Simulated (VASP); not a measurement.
# AlNi (rocksalt type): single point with PBE

AlNi (rocksalt type):

```
CELL_PARAMETERS angstrom
0.00000 2.42934 2.42934
2.42934 0.00000 2.42934
2.42934 2.42934 0.00000
ATOMIC_POSITIONS crystal
Ni 0.00000 0.00000 0.00000
Al 0.50000 0.50000 0.50000
```

```json
{"Program": "VASP 6.6.1", "Task": "single point", "Functional": "PBE", "Potentials or basis": "VASP PAW PBE potentials, release 64 (Ni, Al)", "Cutoff": "520 eV", "k mesh": "14 × 14 × 14", "Occupations": "fermi-dirac, width 0.05 eV", "Spin": "no spin polarisation", "Dipole correction": "no", "Further INCAR settings": "ALGO = Normal; EDIFF = 1e-07; NBANDS = 14"}
```

- Pressure: 0.0 GPa

Levels at points of the mesh, in eV from the Fermi level:
| k point | band 4 | band 5 | band 6 | band 7 | band 8 | band 9 |
| --- | --- | --- | --- | --- | --- | --- |
| (0.00, 0.00, 0.00) | -2.03 | -1.97 | -1.97 | 6.68 | 6.68 | 6.68 |
| (0.50, 0.00, 0.00) | -2.46 | -1.38 | -1.38 | -0.77 | 6.66 | 6.66 |
| (0.50, 0.50, 0.00) | -1.68 | -1.23 | -1.23 | -0.25 | 1.70 | 1.70 |

Wall time 20 s on 1 thread of Intel(R) Xeon(R) 6975P-C (Granite Rapids), with other jobs on the host, peak memory 0.18 GiB.

Spin polarisation is off, so any magnetic state and its effect on volume and gap are missing.
